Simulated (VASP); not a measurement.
# Te (C2/m) in VASP: further runs, part 2 of 2

VASP 6.6.1. The steps go on from the part before.

### Step 3. Vibrations by perturbation theory, PBEsol

INCAR

```
SYSTEM = Te
  ALGO = Normal
  EDIFF = 1E-8
  ENCUT = 520
  GGA = PS
  IBRION = 8
  ISIF = 2
  ISMEAR = -1
  LASPH = .TRUE.
  LCHARG = .FALSE.
  LREAL = .FALSE.
  LWAVE = .FALSE.
  NELM = 100
  NSW = 1
  PREC = Accurate
  SIGMA = 0.05
```

KPOINTS

```
k-points
0
G
  7 7 5
  0 0 0
```

POSCAR

```
Te
1.0
    3.8202894285     -2.1482026000      0.0000000000
    3.8202894285      2.1482026000      0.0000000000
   -0.0942908673      0.0000000000      5.9760906531
Te
3
Direct
    0.0000000000      0.0000000000      0.0000000000
    0.3094466100      0.3094466100      0.3388094900
    0.6905533900      0.6905533900      0.6611905100
```

Potentials or basis: VASP PAW PBE potentials, release 64 (Te).

Command:

```bash
$ cat potpaw_PBE.64/Te/POTCAR > POTCAR
$ mpirun -np 1 vasp_std > vasp.out
```

OUTCAR:

```text
SYSTEM = Te
   EDIFF = 1E-8
   ENCUT = 520
   GGA = PS
   IBRION = 8
   ISIF = 2
   ISMEAR = -1
   LASPH = .TRUE.
   LREAL = .FALSE.
   NELM = 100
   NSW = 1
   PREC = Accurate

 ion  position               nearest neighbor table
   1  0.000  0.000  0.000-   2 3.09   3 3.09   3 3.31   3 3.31   2 3.31   2 3.31
   2  0.309  0.309  0.339-   3 3.03   3 3.03   1 3.09   1 3.31   1 3.31   3 3.47
   3  0.691  0.691  0.661-   2 3.03   2 3.03   1 3.09   1 3.31   1 3.31   2 3.47

  LATTYP: Found a base centered monoclinic cell.
 ALAT       =     7.6405788570
 B/A-ratio  =     0.5623140969
 C/A-ratio  =     0.7822489081
 COS(beta)  =    -0.0157760547

  Lattice vectors:

 A1 = (   3.8202894285,  -2.1482026000,   0.0000000000)
 A2 = (   3.8202894285,   2.1482026000,   0.0000000000)
 A3 = (  -0.0942908673,   0.0000000000,   5.9760906531)

Analysis of symmetry for initial positions (statically):
=====================================================================
 Subroutine PRICEL returns:
 Original cell was already a primitive cell.

 Routine SETGRP: Setting up the symmetry group for a
 base centered monoclinic supercell.

 Subroutine GETGRP returns: Found  4 space group operations
 (whereof  4 operations were pure point group operations)
 out of a pool of  4 trial point group operations.

The static configuration has the point symmetry C_2h.

Analysis of symmetry for dynamics (positions and initial velocities):
=====================================================================
 Subroutine PRICEL returns:
 Original cell was already a primitive cell.

 Routine SETGRP: Setting up the symmetry group for a
 base centered monoclinic supercell.

 Subroutine GETGRP returns: Found  4 space group operations
 (whereof  4 operations were pure point group operations)
 out of a pool of  4 trial point group operations.

The dynamic configuration has the point symmetry C_2h.

 Subroutine INISYM returns: Found  4 space group operations
 (whereof  4 operations are pure point group operations),
 and found     1 'primitive' translations

----------------------------------------------------------------------------------------

                                     Primitive cell

  volume of cell :      98.0886

  direct lattice vectors                    reciprocal lattice vectors
     3.820289429 -2.148202600  0.000000000     0.130880136 -0.232752721  0.002065029
     3.820289429  2.148202600  0.000000000     0.130880136  0.232752721  0.002065029
[... 526 lines left out ...]
     13      10.6122      0.00000

 [... further k-points ...]
[... 5 lines left out ...]
  --------------------------------------------------------------------------------------
  -------------------------------------------------------------------------------------
  Total       -1.1381029     -1.0088214     -1.2482442      0.0000000      0.0000000     -0.0102291
  in kB      -18.5897447    -16.4780640    -20.3887908      0.0000000      0.0000000     -0.1670825
  external PRESSURE =     -18.4855332 kB  Pullay stress =       0.0000000 kB

 VOLUME and BASIS-vectors are now :
 -----------------------------------------------------------------------------
  energy-cutoff  :      520.00
  volume of cell :       98.09
      direct lattice vectors                 reciprocal lattice vectors
     3.820289429 -2.148202600  0.000000000     0.130880136 -0.232752721  0.002065029
     3.820289429  2.148202600  0.000000000     0.130880136  0.232752721  0.002065029
    -0.094290867  0.000000000  5.976090653     0.000000000  0.000000000  0.167333472

 POSITION                                       TOTAL-FORCE (eV/Angst)
 -----------------------------------------------------------------------------------
      0.00000      0.00000      0.00000        -0.000000      0.000000      0.000000
      2.33240      0.00000      2.02476         0.089379     -0.000000     -0.038287
      5.21388      0.00000      3.95133        -0.089379     -0.000000      0.038287
 -----------------------------------------------------------------------------------
    total drift:                               -0.000000     -0.000000     -0.000000

  FREE ENERGIE OF THE ION-ELECTRON SYSTEM (eV)
  ---------------------------------------------------
  free  energy   TOTEN  =       -10.4770684539 eV

  energy  without entropy=      -10.4696876465  energy(sigma->0) =      -10.47337805

[... ionic steps 2 to 3 ...]

--------------------------------------- Ionic step        4  -------------------------------------------

------------------------ aborting loop because EDIFF is reached ----------------------------------------

--------------------------------------- Ionic step        5  -------------------------------------------
[... 13 lines left out ...]
------------------------ aborting loop because EDIFF is reached ----------------------------------------

--------------------------------------- Ionic step        9  -------------------------------------------

 Free energy of the ion-electron system (eV)
  ---------------------------------------------------
  ---------------------------------------------------
  free energy    TOTEN  =        -0.05431842 eV

  energy without entropy =       -0.05432866

------------------------ aborting loop because EDIFF is reached ----------------------------------------

 INTERNAL STRAIN TENSOR  FOR ION    2  DIRECTION 3   (eV/Angst):
 -----------------------------------------------------------------------------
    -0.97052  0.00000 -3.43967
     0.00000  2.27810  0.00000
    -3.42714  0.00000  1.44923

 INTERNAL STRAIN TENSOR FOR ION    3 for displacements in x,y,z  (eV/Angst):
          X           Y           Z          XY          YZ          ZX
  --------------------------------------------------------------------------------
  x     2.76356     1.32973     3.83006     0.00000     0.00000     0.80923
  y     0.00000     0.00000     0.00000     0.63493    -0.84955     0.00000
  z     0.97052    -2.27810    -1.44923     0.00000     0.00000     3.43967

 SECOND DERIVATIVES (NOT SYMMETRIZED)
 ------------------------------------
               1X          1Y          1Z          2X          2Y          2Z          3X          3Y          3Z
  1X     1.422541    0.000000    0.481676   -0.711270    0.000000   -0.240838   -0.711270    0.000000   -0.240838
  1Y     0.000000   -0.973850    0.000000    0.000000    0.486925    0.000000    0.000000    0.486925    0.000000
  1Z     0.481335    0.000000   -1.152476   -0.240668    0.000000    0.576238   -0.240668    0.000000    0.576238
  2X    -0.703394    0.000000   -0.243443   -1.410941    0.000000   -0.032374    2.114336    0.000000    0.275817
  2Y     0.000000    0.483754    0.000000    0.000000    1.143597    0.000000    0.000000   -1.627351    0.000000
  2Z    -0.242975    0.000000    0.581057   -0.032233    0.000000   -3.144520    0.275209    0.000000    2.563464
  3X    -0.703394    0.000000   -0.243443    2.114336    0.000000    0.275817   -1.410941    0.000000   -0.032374
  3Y     0.000000    0.483754    0.000000    0.000000   -1.627351    0.000000    0.000000    1.143597    0.000000
  3Z    -0.242975    0.000000    0.581057    0.275209    0.000000    2.563464   -0.032233    0.000000   -3.144520

 Eigenvectors and eigenvalues of the dynamical matrix
 ----------------------------------------------------

   1 f  =    3.318796 THz    20.852611 2PiTHz  110.703121 cm-1    13.725432 meV
             X         Y         Z           dx          dy          dz
      0.000000  0.000000  0.000000     0.000000   -0.000000   -0.000000
      2.332405  0.000000  2.024756    -0.096889    0.000000   -0.700437
      5.213883  0.000000  3.951334     0.096889   -0.000000    0.700437
[... 43 lines left out ...]
   9 f/i=    2.303772 THz    14.475029 2PiTHz   76.845574 cm-1     9.527633 meV
             X         Y         Z           dx          dy          dz
      0.000000  0.000000  0.000000    -0.000000    0.000000   -0.000000
      2.332405  0.000000  2.024756     0.000000   -0.707107   -0.000000
      5.213883  0.000000  3.951334     0.000000    0.707107    0.000000

--------------------------------------------------------------------------------------------------------

 ELASTIC MODULI CONTR FROM IONIC RELAXATION (kBar)
 Direction    XX          YY          ZZ          XY          YZ          ZX
 --------------------------------------------------------------------------------
 XX         -73.8307    -24.0142    -90.6061     -0.0000      0.0000    -34.8507
 YY         -24.0142    -49.3473    -71.7516     -0.0000      0.0000     36.4108
 ZZ         -90.6061    -71.7516   -154.2321     -0.0000      0.0000      5.8330
 XY          -0.0000     -0.0000     -0.0000      0.0000      0.0000     -0.0000
 YZ           0.0000      0.0000      0.0000     -0.0000      0.0000      0.0000
 ZX         -34.8507     36.4108      5.8330     -0.0000      0.0000    -71.3355
 --------------------------------------------------------------------------------
```

OSZICAR:

```text
N       E                     dE             d eps       ncg     rms          rms(c)
DAV:   1     0.722363039486E+02    0.72236E+02   -0.65413E+03  1872   0.110E+03
DAV:   2    -0.555265111676E+01   -0.77789E+02   -0.74840E+02  2514   0.157E+02
DAV:   3    -0.104108060778E+02   -0.48582E+01   -0.47860E+01  2277   0.423E+01
[... 98 lines left out ...]
RMM:   7    -0.543182282534E-01   -0.33628E-05   -0.10072E-07  3025   0.188E-03    0.638E-04
RMM:   8    -0.543181397101E-01    0.88543E-07   -0.22837E-08  3095   0.461E-04    0.294E-04
RMM:   9    -0.543182029622E-01   -0.63252E-07    0.85369E-09  3110   0.197E-04    0.116E-04
RMM:  10    -0.543183339991E-01   -0.13104E-06   -0.11936E-08  3131   0.987E-05    0.348E-05
RMM:  11    -0.543184253543E-01   -0.91355E-07   -0.10185E-08  3130   0.516E-05    0.689E-06
RMM:  12    -0.543184239651E-01    0.13892E-08    0.29903E-08  3240   0.276E-05    0.297E-06
 Linear response finished
```

stdout:

```text
POSCAR found type information on POSCAR Te
 POSCAR found :  1 types and       3 ions
 scaLAPACK will be used
 -----------------------------------------------------------------------------
|                                                                             |
|                                                                             |
|     You enforced a specific xc type in the INCAR file but a different       |
[... 23 lines left out ...]
 first order change of Fermi-energy  -0.17107E+00
 force on displaced ion       2 direction 1 :  -1.411   0.000  -0.032
 Linear response progress:
 first order change of Fermi-energy   0.19177E-03
 force on displaced ion       2 direction 2 :  -0.002   1.144  -0.003
 Linear response progress:
 first order change of Fermi-energy   0.17288E-01
 force on displaced ion       2 direction 3 :  -0.032   0.000  -3.145
 Linear response finished
```

Run time: 26 min. Hardware: 1 thread of Intel Xeon 8259CL, shared host; peak memory 0.52 GiB.

What came out:

| Item | Value |
| --- | --- |
| Highest phonon frequency at Γ | 111 cm⁻¹ |
| Most unstable mode | 77i cm⁻¹ |

Phonon frequencies in cm⁻¹ (negative: imaginary):
```csv
q point,frequencies
"(0.000, 0.000, 0.000)",-77 -69 0 0 0 56 63 86 111
```

Caveat: the cell stands under pressure or tension, which shifts response properties; some modes are imaginary; the PAW data sets were made with another functional, which shifts forces and pressure a little; spin-orbit coupling is left out, which moves the levels of the heavy elements.
